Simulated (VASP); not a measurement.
# SnB17N18 (a cell with a defect) in VASP: further runs, part 2 of 2

VASP 6.6.1. Earlier steps stand in the parts before.

### Step 4. Single point, PBE

Contents of INCAR:

```
SYSTEM = SnB17N18
ALGO = Normal ; EDIFF = 1E-6
ENCUT = 520 ; GGA = PE
GGA_COMPAT = .FALSE. ; ISIF = 2
ISMEAR = 0 ; ISYM = -1
LASPH = .TRUE. ; LCHARG = .FALSE.
LREAL = Auto ; LWAVE = .FALSE.
NBANDS = 102 ; NELECT = 156.0
NELM = 120 ; PREC = Accurate
SIGMA = 0.01
```

Contents of KPOINTS:

```
explicit points
1
Reciprocal
  0.25000000   0.25000000   0.25000000 1
```

Contents of POSCAR:

```
SnB17N18
1.0
    7.4650312809      0.0000000000      0.0000000000
   -3.7325156404      6.4649067293      0.0000000000
    0.0000000000      0.0000000000      6.4954828800
B N Sn
17 18 1
Direct
    0.0843301826      0.2075272249      0.2340204342
    0.2443775660      0.1216982800      0.7519983862
    0.0839313134      0.5402212214      0.2408776137
    0.2444402908      0.4613985074      0.7502772867
    0.0839767820      0.8744783477      0.2412148878
    0.2451766802      0.7917107545      0.8009097119
    0.4158813180      0.2072158318      0.2117264037
    0.5757370857      0.1201025252      0.7735205000
    0.4158956265      0.5391048651      0.2116378118
    0.4185054691      0.8745198151      0.2465732941
    0.5753556421      0.7938397967      0.7675472761
    0.7526229126      0.2086635700      0.2367288558
    0.9124045883      0.1253296740      0.7641246621
    0.7458887480      0.5382704325      0.2562311579
    0.9167513848      0.4613189375      0.8183591299
    0.7525456640      0.8746825284      0.2347707656
    0.9164642323      0.7937045206      0.8137515968
    0.1342576017      0.2360860196      0.7437860679
    0.1947360706      0.0968624373      0.2314014726
    0.1371284002      0.5688651131      0.8006330791
    0.1945506869      0.4296875628      0.2318197500
    0.1363025401      0.9049518757      0.7985008779
    0.1961057161      0.7639487745      0.2539908656
    0.4570648776      0.2104054864      0.7212409047
    0.5288233143      0.0981340046      0.2398764897
    0.4563861556      0.5853972873      0.7105353739
    0.5222779588      0.4266657356      0.1860655964
    0.4674286102      0.9020392461      0.8030132039
    0.5288502416      0.7623833223      0.2364609397
    0.8015948272      0.2372255408      0.7787113152
    0.8618039597      0.0969977126      0.2412167495
    0.8172298188      0.5780258970      0.8447915689
    0.8641602906      0.4288886855      0.2341955681
    0.8014309388      0.9016248653      0.7724590586
    0.8643783362      0.7670247012      0.2345582095
    0.6368104607      0.4856416062      0.5876869999
```

The run is started by

```sh
cat potpaw_PBE.64/B/POTCAR potpaw_PBE.64/N/POTCAR potpaw_PBE.64/Sn_d/POTCAR > POTCAR
mpirun -np 1 vasp_std > vasp.out
```

Wall time 59 s (1 thread of AMD EPYC 9R45 (Zen 5), shared host); peak memory 0.34 GiB.

It converged, with:

* Free energy: -300.3830 eV
* Largest force: 0.030 eV/Å

Forces in eV/Å, atoms in the order of the input:
```
B   -0.004  0.000 -0.002
B    0.002  0.007 -0.006
B    0.007 -0.003 -0.005
B    0.011 -0.005 -0.003
B    0.001  0.000 -0.007
B   -0.002  0.003  0.008
B    0.004  0.015  0.007
B    0.013  0.002  0.009
B    0.022 -0.007  0.008
B    0.006 -0.002  0.007
B    0.010 -0.004  0.004
B    0.001 -0.008 -0.006
B    0.000  0.004 -0.012
B   -0.016 -0.009 -0.009
B    0.002 -0.020  0.005
B   -0.005  0.002  0.000
B   -0.015  0.002  0.007
N    0.006  0.008  0.001
N   -0.006 -0.003  0.004
N   -0.001 -0.009 -0.001
N   -0.013 -0.007  0.005
N    0.000  0.003 -0.002
N   -0.002 -0.002  0.008
N   -0.012  0.013 -0.012
N    0.003 -0.001  0.000
N    0.012 -0.011 -0.013
N    0.003  0.008  0.008
N    0.000  0.002 -0.006
N   -0.002  0.004  0.003
N   -0.003  0.003  0.002
N   -0.002  0.000  0.007
N   -0.005  0.005 -0.008
N   -0.003  0.008  0.014
N   -0.005 -0.010  0.000
N    0.002 -0.001  0.011
Sn  -0.010  0.011 -0.026
```

Levels at points of the mesh, in eV from the Fermi level:
```
           k point  band 75  band 76  band 77  band 78  band 79  band 80  band 81  band 82
(0.25, 0.25, 0.25)    -1.83    -1.69    -1.44    -0.13     2.62     2.76     3.19     3.46
```

Caveat: the cell carries a net charge on a neutralising background, which shifts energy and pressure; the cell is charged against a uniform background, so pressure and absolute levels hang on convention; spin-orbit coupling is left out, which moves the levels of the heavy elements.

### Step 5. Single point, PBE

Contents of INCAR:

```
SYSTEM = SnB17N18
PREC = Accurate
ENCUT = 520
EDIFF = 1E-6
ISMEAR = 0
SIGMA = 0.01
LREAL = Auto
LASPH = .True.
NELM = 120
ALGO = Normal
ISIF = 2
LWAVE = .False.
LCHARG = .False.
GGA = PE
NELECT = 154.0
NBANDS = 102
GGA_COMPAT = .False.
ISYM = -1
```

KPOINTS is that of step 4.

Contents of POSCAR:

```
SnB17N18
1.0
    7.4650312809      0.0000000000      0.0000000000
   -3.7325156404      6.4649067293      0.0000000000
    0.0000000000      0.0000000000      6.4954828800
B N Sn
17 18 1
Direct
    0.1051941677      0.2094750439      0.2430497234
    0.2230744257      0.1188356215      0.7965516039
    0.1068207978      0.5439399713      0.2421259435
    0.2221502823      0.4594978907      0.7647012501
    0.1062167472      0.8754873706      0.2484709508
    0.2292904710      0.7909786349      0.8079769774
    0.4360233607      0.2028397940      0.2358528308
    0.5626964422      0.1187169971      0.7996075901
    0.4360489702      0.5464027966      0.2326888144
    0.4387132870      0.8753264524      0.2481972691
    0.5589081418      0.7945226552      0.7439788619
    0.7737086075      0.2095014741      0.2433505132
    0.8942923543      0.1216613100      0.7572306570
    0.7800692466      0.5467105957      0.2319108942
    0.9053035744      0.4596489398      0.7671387966
    0.7733387109      0.8771296458      0.2374481016
    0.9026702809      0.7949029177      0.7455537316
    0.1175670710      0.2342923853      0.7631177350
    0.2164749287      0.0987156707      0.2495297762
    0.1190396280      0.5683818991      0.8187300376
    0.2167990640      0.4322332619      0.2392964286
    0.1159376280      0.9001629451      0.8031393184
    0.2170067416      0.7656926914      0.2560820295
    0.4432265714      0.2197778351      0.8145556850
    0.5505570102      0.0985647549      0.2493308572
    0.4266868198      0.5842406427      0.6921526159
    0.5505052944      0.4322268148      0.2516051989
    0.4524543720      0.8999242064      0.8027244924
    0.5503525110      0.7657456647      0.2355565170
    0.7843211068      0.2342805682      0.7668910820
    0.8836085746      0.0989000916      0.2444023600
    0.8261824560      0.5848759265      0.6970720391
    0.8837844670      0.4321743998      0.2390057228
    0.7833251854      0.8991401363      0.7379798236
    0.8839731519      0.7659893271      0.2353278252
    0.5476468278      0.4253828772      0.5902224421
```

The run is started by

```sh
cat potpaw_PBE.64/B/POTCAR potpaw_PBE.64/N/POTCAR potpaw_PBE.64/Sn_d/POTCAR > POTCAR
mpirun -np 1 vasp_std > vasp.out
```

Run time: 59 s. Hardware: 1 thread of AMD EPYC 9R45 (Zen 5), shared host; peak memory 0.34 GiB.

Results (log left out):

* Free energy: -310.8229 eV
* Largest force: 0.095 eV/Å

Forces on the atoms (eV/Å):
```
B    0.000 -0.003  0.000
B   -0.005  0.006  0.010
B    0.000  0.001 -0.001
B    0.010 -0.005 -0.007
B    0.000  0.001 -0.001
B   -0.003 -0.004  0.010
B   -0.002 -0.032 -0.009
B    0.010  0.004  0.015
B   -0.029  0.013 -0.011
B   -0.001 -0.001 -0.001
B    0.016 -0.006 -0.006
B   -0.001 -0.005 -0.005
B   -0.003  0.007 -0.014
B    0.024  0.014  0.000
B   -0.015 -0.004 -0.004
B   -0.002  0.002  0.006
B   -0.011 -0.004 -0.015
N    0.000 -0.004  0.004
N    0.001  0.004  0.000
N    0.001  0.002  0.016
N    0.006  0.001  0.000
N    0.003  0.004  0.004
N   -0.001 -0.001  0.003
N    0.000  0.002 -0.011
N   -0.001  0.006  0.002
N    0.019 -0.024 -0.031
N   -0.001 -0.005  0.017
N   -0.006  0.008  0.001
N    0.003 -0.007 -0.004
N   -0.001 -0.002  0.000
N   -0.001  0.003 -0.001
N   -0.018 -0.023 -0.023
N   -0.007  0.000 -0.001
N    0.001 -0.011  0.003
N   -0.004 -0.008 -0.006
Sn   0.016  0.071  0.060
```

Levels at points of the mesh, in eV from the Fermi level:
| k point | band 73 | band 74 | band 75 | band 76 | band 77 | band 78 | band 79 | band 80 | band 81 | band 82 |
| --- | --- | --- | --- | --- | --- | --- | --- | --- | --- | --- |
| (0.25, 0.25, 0.25) | -1.05 | -0.65 | -0.44 | -0.30 | -0.12 | 2.65 | 3.96 | 4.26 | 4.62 | 5.04 |

Caveat: the cell carries a net charge on a neutralising background, which shifts energy and pressure; the cell is charged against a uniform background, so pressure and absolute levels hang on convention; spin-orbit coupling is left out, which moves the levels of the heavy elements.

### Step 6. Single point, PBE

Contents of INCAR:

```
SYSTEM = SnB17N18
PREC     = Accurate       ! precision mode
ENCUT    = 520            ! plane-wave cutoff, eV
EDIFF    = 1E-6           ! SCF threshold, eV
ISMEAR   = 0              ! smearing method
SIGMA    = 0.01           ! smearing width, eV
LREAL    = Auto         
LASPH    = .TRUE.         ! aspherical terms in the spheres
NELM     = 120            ! most SCF steps
ALGO     = Normal         ! electronic algorithm
ISIF     = 2              ! what is computed and relaxed
LWAVE    = .FALSE.        ! write WAVECAR
LCHARG   = .FALSE.        ! write CHGCAR
GGA      = PE             ! functional
NELECT   = 156.0        
NBANDS   = 102            ! bands
GGA_COMPAT= .FALSE.      
ISYM     = -1
```

KPOINTS is that of step 5.

Contents of POSCAR:

```
SnB17N18
1.0
    7.4650312844      0.0000000000      0.0000000000
   -3.7325156422      6.4649067324      0.0000000000
    0.0000000000      0.0000000000      6.4954828762
B N Sn
17 18 1
Direct
    0.0843235803      0.2075206176      0.2340242641
    0.2443837061      0.1217048415      0.7520021576
    0.0839256028      0.5402147730      0.2408795156
    0.2444466579      0.4614054519      0.7502746141
    0.0839716421      0.8744719328      0.2412181046
    0.2451831787      0.7917173447      0.8009064444
    0.4158753330      0.2072096929      0.2117263600
    0.5757440765      0.1201085175      0.7735198510
    0.4158901036      0.5390981942      0.2116466136
    0.4184994167      0.8745127791      0.2465778260
    0.5753615994      0.7938458044      0.7675400968
    0.7526165242      0.2086573829      0.2367273608
    0.9124114969      0.1253367064      0.7641242583
    0.7458833334      0.5382641069      0.2562296023
    0.9167578289      0.4613261964      0.8183547849
    0.7525396161      0.8746763896      0.2347775189
    0.9164697693      0.7937106529      0.8137456419
    0.1342637838      0.2360926800      0.7437837165
    0.1947301803      0.0968558420      0.2314046160
    0.1371344145      0.5688715418      0.8006306934
    0.1945440411      0.4296801373      0.2318264766
    0.1363084799      0.9049582898      0.7984999056
    0.1960999601      0.7639422843      0.2539933165
    0.4570714422      0.2104125183      0.7212478763
    0.5288169216      0.0981279617      0.2398778542
    0.4563915027      0.5854038095      0.7105300991
    0.5222724182      0.4266610191      0.1860670188
    0.4674351610      0.9020453001      0.8030083607
    0.5288436702      0.7623767718      0.2364687233
    0.8016016007      0.2372325527      0.7787077951
    0.8617973666      0.0969914047      0.2412196747
    0.8172363265      0.5780330206      0.8447839087
    0.8641544144      0.4288830216      0.2341912827
    0.8014368681      0.9016314138      0.7724528079
    0.8643723115      0.7670177940      0.2345608730
    0.6368119629      0.4856439589      0.5876838513
```

Potentials or basis: VASP PAW PBE potentials, release 64 (B, N, Sn_d).

The run is started by

```sh
cat potpaw_PBE.64/B/POTCAR potpaw_PBE.64/N/POTCAR potpaw_PBE.64/Sn_d/POTCAR > POTCAR
mpirun -np 1 vasp_std > vasp.out
```

OUTCAR:

```text
SYSTEM = SnB17N18
   PREC = Accurate
   ENCUT = 520
   EDIFF = 1E-6
   ISMEAR = 0
   LREAL = Auto
   LASPH = .TRUE.
   NELM = 120
   ISIF = 2
   GGA = PE
   NELECT = 156.0
   ISYM = -1

 ion  position               nearest neighbor table
   1  0.084  0.208  0.234-  19 1.43  21 1.44  31 1.44
   2  0.244  0.122  0.752-  24 1.40  22 1.43  18 1.45
   3  0.084  0.540  0.241-  33 1.42  21 1.43  23 1.45
   4  0.244  0.461  0.750-  26 1.40  20 1.43  18 1.46
   5  0.084  0.874  0.241-  35 1.42  19 1.44  23 1.44
   6  0.245  0.792  0.801-  22 1.44  28 1.44  20 1.44
   7  0.416  0.207  0.212-  27 1.43  19 1.44  25 1.45
   8  0.576  0.120  0.774-  24 1.40  28 1.42  30 1.46  36 2.80
   9  0.416  0.539  0.212-  27 1.42  21 1.44  29 1.45
  10  0.418  0.875  0.247-  23 1.44  29 1.44  25 1.45
  11  0.575  0.794  0.768-  26 1.40  28 1.42  34 1.46  36 2.81
  12  0.753  0.209  0.237-  33 1.42  31 1.43  25 1.45
  13  0.912  0.125  0.764-  18 1.44  30 1.44  34 1.45
  14  0.746  0.538  0.256-  33 1.48  35 1.49  27 1.52  36 2.27
  15  0.917  0.461  0.818-  32 1.41  20 1.43  30 1.47  36 2.65
  16  0.753  0.875  0.235-  35 1.42  31 1.44  29 1.45
  17  0.916  0.794  0.814-  32 1.41  22 1.42  34 1.47  36 2.65
  18  0.134  0.236  0.744-  13 1.44   2 1.45   4 1.46
  19  0.195  0.097  0.231-   1 1.43   7 1.44   5 1.44
  20  0.137  0.569  0.801-   4 1.43  15 1.43   6 1.44
  21  0.195  0.430  0.232-   3 1.43   1 1.44   9 1.44
  22  0.136  0.905  0.798-  17 1.42   2 1.43   6 1.44
  23  0.196  0.764  0.254-  10 1.44   5 1.44   3 1.45
  24  0.457  0.210  0.721-   2 1.40   8 1.40  36 2.00
  25  0.529  0.098  0.240-  10 1.45  12 1.45   7 1.45
  26  0.456  0.585  0.711-   4 1.40  11 1.40  36 2.00
  27  0.522  0.427  0.186-   9 1.42   7 1.43  14 1.52  36 2.71
  28  0.467  0.902  0.803-  11 1.42   8 1.42   6 1.44
  29  0.529  0.762  0.236-  10 1.44  16 1.45   9 1.45
  30  0.802  0.237  0.779-  13 1.44   8 1.46  15 1.47
  31  0.862  0.097  0.241-  12 1.43  16 1.44   1 1.44
  32  0.817  0.578  0.845-  15 1.41  17 1.41  36 2.04
  33  0.864  0.429  0.234-   3 1.42  12 1.42  14 1.48
  34  0.801  0.902  0.772-  13 1.45  11 1.46  17 1.47
  35  0.864  0.767  0.235-  16 1.42   5 1.42  14 1.49
  36  0.637  0.486  0.588-  26 2.00  24 2.00  32 2.04  14 2.27  17 2.65  15 2.65  27 2.71   8 2.80
                            11 2.81

[... 151 lines left out ...]
   IVDW    =     0    specifies the selected vdW correction
   LEPSILON=     F    determine dielectric tensor
   LRPA    =     F    only Hartree local field effects (RPA)
 non-spin polarized calculation
 Gauss-broadening in eV      SIGMA  =   0.01
  energy-cutoff  :      520.00
  volume of cell :      313.48
 maximum number of plane-waves:      8452
 NGX is ok and might be reduce to    56
   NGX = 27   NGY = 27   NGZ = 25

 number of electron     155.9999998 magnetization

 Free energy of the ion-electron system (eV)
  ---------------------------------------------------
  ext. energy  EPLUGINS =         0.00000000
  ---------------------------------------------------
  free energy    TOTEN  =      -300.38299354 eV

  energy without entropy =     -300.38299354  energy(sigma->0) =     -300.38299354

 E-fermi :   4.9355     XC(G=0): -10.5976

 val. band max:        4.8091821789   @ k =   0.2500   0.2500   0.2500
 cond. band min:       7.5511618988   @ k =   0.2500   0.2500   0.2500
 fundamental gap:      2.7419797199
 Fermi energy:         4.9355329885

 k-point     1 :       0.2500    0.2500    0.2500
  band No.  band energies     occupation
      1     -16.0936      2.00000
      2     -16.0130      2.00000
      3     -15.8018      2.00000
      4     -15.7181      2.00000
      5     -15.6442      2.00000
      6     -14.3091      2.00000
[... 82 lines left out ...]
     89      10.0413      0.00000
     90      10.1192      0.00000
 [bands above 90 left out]

------------------------ aborting loop because EDIFF is reached ----------------------------------------

  FORCE on cell =-STRESS in cart. coord.  units (eV):
  Direction    XX          YY          ZZ          XY          YZ          ZX
  --------------------------------------------------------------------------------------
  -------------------------------------------------------------------------------------
  Total       42.3023155     41.2489481     31.1855879      1.4737139     -0.0519245      0.0317624
  in kB      216.2068177    210.8230648    159.3893059      7.5321405     -0.2653856      0.1623374
  external PRESSURE =     195.4730628 kB  Pullay stress =       0.0000000 kB

 VOLUME and BASIS-vectors are now :
 -----------------------------------------------------------------------------
  energy-cutoff  :      520.00
  volume of cell :      313.48
      direct lattice vectors                 reciprocal lattice vectors
     7.465031284  0.000000000  0.000000000     0.133957911  0.077340636  0.000000000
    -3.732515642  6.464906732  0.000000000     0.000000000  0.154681273  0.000000000
     0.000000000  0.000000000  6.495482876     0.000000000  0.000000000  0.153953142

 POSITION                                       TOTAL-FORCE (eV/Angst)
 -----------------------------------------------------------------------------------
     -0.14510      1.34160      1.52010        -0.003842     -0.000333     -0.001746
      1.37007      0.78681      4.88462         0.002094      0.006806     -0.005959
     -1.38985      3.49244      1.56463         0.006829     -0.002874     -0.005335
      0.10260      2.98294      4.87340         0.011348     -0.004805     -0.003216
     -2.63713      5.65338      1.56683         0.001185      0.000385     -0.007239
     -1.12480      5.11838      5.20227        -0.002496      0.002991      0.007926
[... 28 lines left out ...]
      3.58966      4.95870      1.52359         0.002176     -0.000681      0.010906
      2.94115      3.13964      3.81729        -0.009459      0.010683     -0.025439
 -----------------------------------------------------------------------------------
    total drift:                                0.009825      0.011532     -0.003144

  FREE ENERGIE OF THE ION-ELECTRON SYSTEM (eV)
  ---------------------------------------------------
  free  energy   TOTEN  =      -300.3829935390 eV

  energy  without entropy=     -300.3829935390  energy(sigma->0) =     -300.38299354
```

OSZICAR:

```text
N       E                     dE             d eps       ncg     rms          rms(c)
DAV:   1     0.130691503822E+04    0.13069E+04   -0.74815E+04   204   0.160E+03
DAV:   2    -0.157769860493E+03   -0.14647E+04   -0.13674E+04   236   0.399E+02
DAV:   3    -0.327579575446E+03   -0.16981E+03   -0.16477E+03   234   0.153E+02
DAV:   4    -0.335514351160E+03   -0.79348E+01   -0.78647E+01   248   0.340E+01
DAV:   5    -0.335764361565E+03   -0.25001E+00   -0.24962E+00   272   0.610E+00    0.350E+01
DAV:   6    -0.303178452953E+03    0.32586E+02   -0.84662E+01   280   0.515E+01    0.148E+01
DAV:   7    -0.301001352558E+03    0.21771E+01   -0.12375E+01   240   0.110E+01    0.997E+00
DAV:   8    -0.300393983332E+03    0.60737E+00   -0.18733E+00   248   0.494E+00    0.235E+00
DAV:   9    -0.300373807155E+03    0.20176E-01   -0.21415E-01   240   0.209E+00    0.771E-01
DAV:  10    -0.300381589083E+03   -0.77819E-02   -0.45878E-02   248   0.764E-01    0.410E-01
DAV:  11    -0.300381956626E+03   -0.36754E-03   -0.82176E-03   264   0.394E-01    0.130E-01
DAV:  12    -0.300382843668E+03   -0.88704E-03   -0.19000E-03   232   0.175E-01    0.584E-02
DAV:  13    -0.300382975539E+03   -0.13187E-03   -0.20915E-04   240   0.531E-02    0.320E-02
DAV:  14    -0.300382987243E+03   -0.11704E-04   -0.39409E-05   256   0.239E-02    0.131E-02
DAV:  15    -0.300382992838E+03   -0.55949E-05   -0.71068E-06   224   0.103E-02    0.403E-03
DAV:  16    -0.300382993539E+03   -0.70136E-06   -0.10305E-06   168   0.387E-03
   1 F= -.30038299E+03 E0= -.30038299E+03  d E =-.262038E-71
```

stdout:

```text
POSCAR found type information on POSCAR B N Sn
 POSCAR found :  3 types and      36 ions
 scaLAPACK will be used
 LDA part: xc-table for (Slater+PW92), standard interpolation
 POSCAR, INCAR and KPOINTS ok, starting setup
 FFT: planning ... GRIDC
 FFT: planning ... GRID_SOFT
 FFT: planning ... GRID
 WAVECAR not read
 entering main loop
 the old and the new charge density differ
 old charge density:   155.00000 new  156.00000
    0.350E+01
```

It took 60 s on 1 thread of AMD EPYC 9R45 (Zen 5), shared host; peak memory 0.34 GiB.

Results:

```
Free energy   : -300.3830 eV
Largest force : 0.029 eV/Å
```

Forces on the atoms (eV/Å):
```
B   -0.004  0.000 -0.002
B    0.002  0.007 -0.006
B    0.007 -0.003 -0.005
B    0.011 -0.005 -0.003
B    0.001  0.000 -0.007
B   -0.002  0.003  0.008
B    0.004  0.015  0.007
B    0.013  0.003  0.009
B    0.022 -0.007  0.008
B    0.006 -0.002  0.007
B    0.010 -0.003  0.004
B    0.001 -0.008 -0.006
B   -0.001  0.004 -0.012
B   -0.016 -0.009 -0.009
B    0.002 -0.020  0.005
B   -0.005  0.002  0.000
B   -0.015  0.003  0.007
N    0.006  0.008  0.001
N   -0.007 -0.003  0.004
N    0.000 -0.009 -0.001
N   -0.012 -0.007  0.005
N    0.000  0.003 -0.001
N   -0.002 -0.002  0.008
N   -0.012  0.013 -0.012
N    0.003 -0.001  0.000
N    0.012 -0.011 -0.013
N    0.003  0.008  0.008
N    0.000  0.001 -0.006
N   -0.001  0.004  0.003
N   -0.003  0.003  0.002
N   -0.002  0.000  0.007
N   -0.005  0.005 -0.008
N   -0.003  0.008  0.014
N   -0.005 -0.010  0.000
N    0.002 -0.001  0.011
Sn  -0.009  0.011 -0.025
```

Levels at points of the mesh, in eV from the Fermi level:
```tsv
k point	band 76	band 77	band 78	band 79	band 80	band 81
(0.25, 0.25, 0.25)	-1.69	-1.44	-0.13	2.62	2.76	3.19
```

Caveat: the cell carries a net charge on a neutralising background, which shifts energy and pressure; the cell is charged against a uniform background, so pressure and absolute levels hang on convention; spin-orbit coupling is left out, which moves the levels of the heavy elements.
